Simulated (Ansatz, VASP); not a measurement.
AlNi4 in VASP and in Ansatz

```
Al Ni
1.0
     2.53952    0.00000    0.00000
    -1.26976    2.19929    0.00000
     0.00000    0.00000   19.98585
Al Ni
2 8
Cartesian
  0.0000 1.4662 14.9894
  1.2698 0.7331 4.9965
  0.0000 1.4662 18.9866
  0.0000 1.4662 2.9979
  0.0000 1.4662 6.9950
  0.0000 1.4662 10.9922
  1.2698 0.7331 0.9993
  1.2698 0.7331 8.9936
  1.2698 0.7331 12.9908
  1.2698 0.7331 16.9880
```

Alike in both runs: task single point; functional PBE; k mesh 6 × 6 × 1; occupations gaussian, width 0.1 eV; collinear spin.

|  | VASP | Ansatz |
| --- | --- | --- |
| version | VASP 6.6.1 | Ansatz 0.2.0 |
| potentials or method | VASP PAW PBE potentials, release 64 (Al, Ni), cutoff 520 eV | scalar-relativistic, plane waves, PAW |
| valence electrons in the cell | 86 | 150 |

```tsv
	VASP	Ansatz	Ansatz less VASP
gap on the k mesh at the Fermi level (eV)	none	none	-
pressure (GPa)	5.7	5.7	-0.01
traceless stress, the component that is largest in VASP (GPa)	-3.97	-3.86	+0.106
rms of the force components (eV/Å)	0.149	0.154	+0.0050
net moment per atom (μB)	0.35	0.37	+0.020
size of the moment on the site where the two differ most (μB)	0.59	0.64	+0.046
```

Site moments also hang on the region over which each program counts them. Atom by atom the forces differ by 0.005 eV/Å (rms over components). A gap of «none» marks a metal or a gap that the smearing closes. VASP's potentials hold 86 valence electrons a cell and Ansatz's 150, so a difference there can come from the potentials and not from the codes.

The k mesh is coarse, so the values compare programs but aren't converged.
